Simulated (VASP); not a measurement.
# PbSe (I4/mmm) in VASP: notebook

PbSe is run at these levels: PBE+D3(BJ); tasks: single point.

All numbers are computed with VASP 6.6.1; they aren't measurements. Logs are shortened: lines on timing, memory, paths and dates and some standing lists are left out, and cuts for length are marked.

### Step 1. The cell of the first run

It takes space group I4/mmm (No. 139, tetragonal). The conventional cell has a = 4.529 Å, b = 4.529 Å, c = 6.303 Å, α = 90.00°, β = 90.00°, γ = 90.00°. Within 4.1 Å of Pb (site symmetry 4/mmm) lie 6 Se at 3.15 to 3.20 Å. Within 4.1 Å of Se (site symmetry 4/mmm) lie 6 Pb at 3.15 to 3.20 Å.

### Step 2. Single point, PBE+D3(BJ) (32.31 Å³/atom)

INCAR

```
SYSTEM = PbSe
PREC = Accurate
ENCUT = 520
EDIFF = 1E-6
ISMEAR = 0
SIGMA = 0.03
LREAL = .False.
LASPH = .True.
NELM = 60
ALGO = Normal
ISIF = 2
LWAVE = .False.
LCHARG = .False.
GGA = PE
IVDW = 12
NBANDS = 17
```

KPOINTS

```
regular mesh
0
Gamma
  10 10 10
  0 0 0
```

POSCAR

```
PbSe
1.0
    0.0000000000      3.2022150644      3.1512998449
    3.2022150644      0.0000000000      3.1512998449
    3.2022150644      3.2022150644      0.0000000000
Pb Se
1 1
Direct
    0.0000000000      0.0000000000      0.0000000000
    0.5000000000      0.5000000000      0.5000000000
```

Potentials or basis: VASP PAW PBE potentials, release 64 (Pb_d, Se).

Run with:

```bash
cat potpaw_PBE.64/Pb_d/POTCAR potpaw_PBE.64/Se/POTCAR > POTCAR
mpirun -np 1 vasp_std > vasp.out
```

OUTCAR:

```text
SYSTEM = PbSe
   PREC = Accurate
   ENCUT = 520
   EDIFF = 1E-6
   ISMEAR = 0
   LREAL = .False.
   LASPH = .True.
   NELM = 60
   ISIF = 2
   GGA = PE
   IVDW = 12
 IVDW          = 12

 ion  position               nearest neighbor table
   1  0.000  0.000  0.000-   2 3.15   2 3.15   2 3.20   2 3.20   2 3.20   2 3.20
   2  0.500  0.500  0.500-   1 3.15   1 3.15   1 3.20   1 3.20   1 3.20   1 3.20

  LATTYP: Found a body centered tetragonal cell.
 ALAT       =     4.5286159737
 C/A-ratio  =     1.3917275667

  Lattice vectors:

 A1 = (   0.0000000000,  -3.2022150644,  -3.1512998449)
 A2 = (   0.0000000000,   3.2022150644,  -3.1512998449)
 A3 = (   3.2022150644,   0.0000000000,   3.1512998449)

Analysis of symmetry for initial positions (statically):
=====================================================================
 Subroutine PRICEL returns:
 Original cell was already a primitive cell.

 Routine SETGRP: Setting up the symmetry group for a
 body centered tetragonal supercell.

 Subroutine GETGRP returns: Found 16 space group operations
 (whereof 16 operations were pure point group operations)
 out of a pool of 16 trial point group operations.

The static configuration has the point symmetry D_4h.

Analysis of symmetry for dynamics (positions and initial velocities):
=====================================================================
 Subroutine PRICEL returns:
 Original cell was already a primitive cell.

 Routine SETGRP: Setting up the symmetry group for a
 body centered tetragonal supercell.

 Subroutine GETGRP returns: Found 16 space group operations
 (whereof 16 operations were pure point group operations)
 out of a pool of 16 trial point group operations.

The dynamic configuration has the point symmetry D_4h.

 Subroutine INISYM returns: Found 16 space group operations
 (whereof 16 operations are pure point group operations),
 and found     1 'primitive' translations

----------------------------------------------------------------------------------------

                                     Primitive cell

  volume of cell :      64.6280

  direct lattice vectors                    reciprocal lattice vectors
     0.000000000  3.202215064  3.151299845    -0.156141917  0.156141917  0.158664686
     3.202215064  0.000000000  3.151299845     0.156141917 -0.156141917  0.158664686
     3.202215064  3.202215064  0.000000000     0.156141917  0.156141917 -0.158664686

  length of vectors
     4.492757731  4.492757731  4.528615974     0.271910057  0.271910057  0.271910057

  position of ions in fractional coordinates (direct lattice)
     0.000000000  0.000000000  0.000000000
     0.500000000  0.500000000  0.500000000

  ion indices of the primitive-cell ions
   primitive index   ion index
                 1           1
                 2           2

----------------------------------------------------------------------------------------

 KPOINTS: regular mesh

Automatic generation of k-mesh.
 Grid dimensions read from file:
 generate k-points for:   10   10   10

 Generating k-lattice:

  Cartesian coordinates                     Fractional coordinates (reciprocal lattice)
    -0.015614192  0.015614192  0.015866469     0.100000000 -0.000000000  0.000000000
     0.015614192 -0.015614192  0.015866469    -0.000000000  0.100000000  0.000000000
     0.015614192  0.015614192 -0.015866469     0.000000000  0.000000000  0.100000000

  Length of vectors
     0.027191006  0.027191006  0.027191006

  Shift w.r.t. Gamma in fractional coordinates (k-lattice)
     0.000000000  0.000000000  0.000000000

 Subroutine IBZKPT returns following result:
 ===========================================

 Found    102 irreducible k-points:

 Following reciprocal coordinates:
            Coordinates               Weight
  0.000000  0.000000  0.000000      1.000000
  0.100000  0.000000  0.000000      8.000000
  0.200000  0.000000  0.000000      8.000000
  0.300000 -0.000000  0.000000      8.000000
  0.400000 -0.000000  0.000000      8.000000
  0.500000  0.000000  0.000000      4.000000
[... 16 lines left out ...]
  0.300000  0.300000  0.000000      2.000000
  0.400000  0.300000  0.000000      8.000000
 [... further k-points ...]
   k-points           NKPTS =    102   k-points in BZ     NKDIM =    102   number of bands    NBANDS=     17
   number of dos      NEDOS =    301   number of ions     NIONS =      2
   total plane-waves  NPLWV =  46656
   dimension x,y,z NGX =    36 NGY =   36 NGZ =   36
   dimension x,y,z NGXF=    72 NGYF=   72 NGZF=   72
   ions per type =               1   1
   NGX,Y,Z   is equivalent  to a cutoff of  13.32, 13.32, 13.22 a.u.
   NGXF,Y,Z  is equivalent  to a cutoff of  26.64, 26.64, 26.43 a.u.
 SYSTEM =  PbSe
   PREC   = accura    normal or accurate (medium, high low for compatibility)
   ISTART =      0    job   : 0-new  1-cont  2-samecut
   ICHARG =      2    charge: 1-file 2-atom 10-const
   ISPIN  =      1    spin polarized calculation?
   LNONCOLLINEAR =      F non collinear calculations
   LSORBIT =      F    spin-orbit coupling
   LASPH  =      T    aspherical Exc in radial PAW
   ENCUT  =  520.0 eV  38.22 Ry    6.18 a.u.   8.35  8.35  8.42*2*pi/ulx,y,z
   NELM   =     60;   NELMIN=  2; NELMDL= -5     # of ELM steps
   EDIFF  = 0.1E-05   stopping-criterion for ELM
   LREAL  =      F    real-space projection
   EDIFFG = 0.1E-04   stopping-criterion for IOM
   NSW    =      0    number of steps for IOM
   IBRION =     -1    ionic relax: 0-MD 1-quasi-New 2-CG
   NFREE  =      0    steps in history (QN), initial steepest desc. (CG)
   ISIF   =      2    stress and relaxation
   ISYM   =      2    0-nonsym 1-usesym 2-fastsym
   POTIM  = 0.5000    time-step for ionic-motion
   TEBEG  =    0.0;   TEEND  =   0.0 temperature during run
   PSTRESS=    0.0 pullay stress
   NELECT =      20.0000    total number of electrons
   NUPDOWN=      -1.0000    fix difference up-down
   EMIN   =  10.00;   EMAX   =-10.00  energy-range for DOS
   EFERMI =   0.00;   METHOD = LEGACY
   ISMEAR =     0;   SIGMA  =   0.03  broadening in eV -4-tet -1-fermi 0-gaus
   EFERMI_NEDOS =   21; number of points for ismear=-14 and -15
   IALGO  =     38    algorithm
   IMIX   =      4    mixing-type and parameters
     AMIX     =   0.40;   BMIX     =  1.00
     AMIX_MAG =   1.60;   BMIX_MAG =  1.00
  volume/ion in A,a.u.               =      32.31       218.07
  Fermi-wavevector in a.u.,A,eV,Ry     =   1.107332  2.092554 16.683254  1.226185
  Thomas-Fermi vector in A             =   2.243845
   LORBIT       =      0    0 simple, 1 ext, 2 COOP (PROOUT), +10 PAW based schemes
   GGA     = PE    functional components
   LHFCALC =     F    Hartree Fock is set to
   AEXX    =    0.0000 exact exchange contribution
   IVDW    =    12    specifies the selected vdW correction
   LEPSILON=     F    determine dielectric tensor
   LRPA    =     F    only Hartree local field effects (RPA)
 non-spin polarized calculation
 Gauss-broadening in eV      SIGMA  =   0.03
  energy-cutoff  :      520.00
  volume of cell :       64.63
 maximum number of plane-waves:      1783
 NGX is ok and might be reduce to    36
   NGX = 17   NGY = 17   NGZ = 17

 number of electron      19.9999998 magnetization

 Free energy of the ion-electron system (eV)
  ---------------------------------------------------
  ext. energy  EPLUGINS =         0.00000000
  ---------------------------------------------------
  free energy    TOTEN  =        -8.15277162 eV

  energy without entropy =       -8.15277162  energy(sigma->0) =       -8.15277162

 E-fermi :   3.7856     XC(G=0):  -8.9890

 val. band max:        3.6173284812   @ k =   0.5000   0.0000   0.0000
 cond. band min:       4.2363056854   @ k =   0.5000   0.0000   0.0000
 fundamental gap:      0.6189772042
 Fermi energy:         3.7856433184

 k-point     1 :       0.0000    0.0000    0.0000
  band No.  band energies     occupation
      1     -13.0166      2.00000
      2     -13.0098      2.00000
      3     -13.0098      2.00000
      4     -13.0088      2.00000
      5     -12.9979      2.00000
      6      -8.9847      2.00000
[... 9 lines left out ...]
     16      10.4953      0.00000
     17      11.3847      0.00000

 k-point     2 :       0.1000    0.0000    0.0000
  band No.  band energies     occupation
      1     -13.0157      2.00000
      2     -13.0102      2.00000
      3     -13.0090      2.00000
      4     -13.0075      2.00000
      5     -12.9986      2.00000
      6      -8.9240      2.00000
[... 9 lines left out ...]
     16      10.6595      0.00000
     17      12.0958      0.00000

 k-point     3 :       0.2000    0.0000    0.0000
  band No.  band energies     occupation
      1     -13.0144      2.00000
      2     -13.0134      2.00000
      3     -13.0079      2.00000
      4     -13.0022      2.00000
      5     -12.9990      2.00000
      6      -8.7532      2.00000
[... 9 lines left out ...]
     16      11.1768      0.00000
     17      13.4867      0.00000

 k-point     4 :       0.3000   -0.0000    0.0000
  band No.  band energies     occupation
      1     -13.0173      2.00000
      2     -13.0144      2.00000
      3     -13.0086      2.00000
      4     -12.9958      2.00000
      5     -12.9956      2.00000
      6      -8.5114      2.00000
[... 9 lines left out ...]
     16      11.9823      0.00000
     17      14.7304      0.00000
[... 343 lines left out ...]
      1     -13.0161      2.00000
      2     -13.0155      2.00000
      3     -13.0054      2.00000
      4     -12.9995      2.00000
      5     -12.9985      2.00000
      6      -8.4360      2.00000
[... 9 lines left out ...]
     16      13.1155      0.00000
     17      13.7776      0.00000

 k-point    23 :       0.3000    0.3000    0.0000
  band No.  band energies     occupation
      1     -13.0339      2.00000
      2     -13.0237      2.00000
      3     -13.0004      2.00000
      4     -12.9915      2.00000
      5     -12.9915      2.00000
      6      -8.3352      2.00000
[... 9 lines left out ...]
     16      13.5226      0.00000
     17      14.1443      0.00000

 k-point    24 :       0.4000    0.3000    0.0000
  band No.  band energies     occupation
      1     -13.0434      2.00000
      2     -13.0237      2.00000
      3     -13.0010      2.00000
      4     -12.9883      2.00000
      5     -12.9869      2.00000
      6      -8.1582      2.00000
[... 9 lines left out ...]
     16      14.1794      0.00000
     17      15.0074      0.00000

 [... further k-points ...]

------------------------ aborting loop because EDIFF is reached ----------------------------------------

 Edisp (eV)   -0.67524

 E8    (eV) :    -0.3162

  FORCE on cell =-STRESS in cart. coord.  units (eV):
  Direction    XX          YY          ZZ          XY          YZ          ZX
  --------------------------------------------------------------------------------------
  -------------------------------------------------------------------------------------
  Total      -1.03949    -1.03949    -0.55790     0.00000    -0.00000     0.00000
  in kB     -25.76967   -25.76967   -13.83070     0.00000    -0.00000     0.00000
  external pressure =      -21.79 kB  Pullay stress =        0.00 kB

 VOLUME and BASIS-vectors are now :
 -----------------------------------------------------------------------------
  energy-cutoff  :      520.00
  volume of cell :       64.63
      direct lattice vectors                 reciprocal lattice vectors
     0.000000000  3.202215064  3.151299845    -0.156141917  0.156141917  0.158664686
     3.202215064  0.000000000  3.151299845     0.156141917 -0.156141917  0.158664686
     3.202215064  3.202215064  0.000000000     0.156141917  0.156141917 -0.158664686

 POSITION                                       TOTAL-FORCE (eV/Angst)
 -----------------------------------------------------------------------------------
      0.00000      0.00000      0.00000         0.000000      0.000000      0.000000
      3.20222      3.20222      3.15130         0.000000     -0.000000     -0.000000
 -----------------------------------------------------------------------------------
    total drift:                                0.000000      0.000000      0.000000

  FREE ENERGIE OF THE ION-ELECTRON SYSTEM (eV)
  ---------------------------------------------------
  free  energy   TOTEN  =        -8.8280095901 eV

  energy  without entropy=       -8.8280095901  energy(sigma->0) =       -8.82800959
```

Wall time 2.5 min (1 thread of Intel Xeon 8259CL, shared host); peak memory 0.29 GiB.

What came out:

| Property | Result |
| --- | --- |
| Free energy | -8.8280 eV |
| Pressure | -2.2 GPa |
| Band gap on the k mesh | 0.62 eV |
| Dispersion energy per atom | -0.338 eV |

Stress tensor (GPa, compression positive):
```
-2.58  0.00  0.00
 0.00 -2.58  0.00
 0.00  0.00 -1.38
```

Levels at points of the mesh, in eV from the valence-band top:
| k point | band 7 | band 8 | band 9 | band 10 | band 11 | band 12 | band 13 | band 14 |
| --- | --- | --- | --- | --- | --- | --- | --- | --- |
| (0.00, 0.00, 0.00) | -6.42 | -1.40 | -1.26 | -1.26 | 4.39 | 4.39 | 4.72 | 6.79 |
| (0.50, 0.00, 0.00) | -8.15 | -0.99 | -0.96 | 0.00 | 0.62 | 1.94 | 2.01 | 8.46 |
| (0.50, 0.50, 0.00) | -7.19 | -4.00 | -2.49 | -2.49 | 4.20 | 5.17 | 5.17 | 5.73 |
| (0.50, 0.00, 0.50) | -7.14 | -3.97 | -2.54 | -2.38 | 4.25 | 5.08 | 5.41 | 5.54 |

Caveat: spin-orbit coupling is left out, which moves the levels of the heavy elements. A k mesh can miss the band edges.

(Continued in part 2 of 2.)
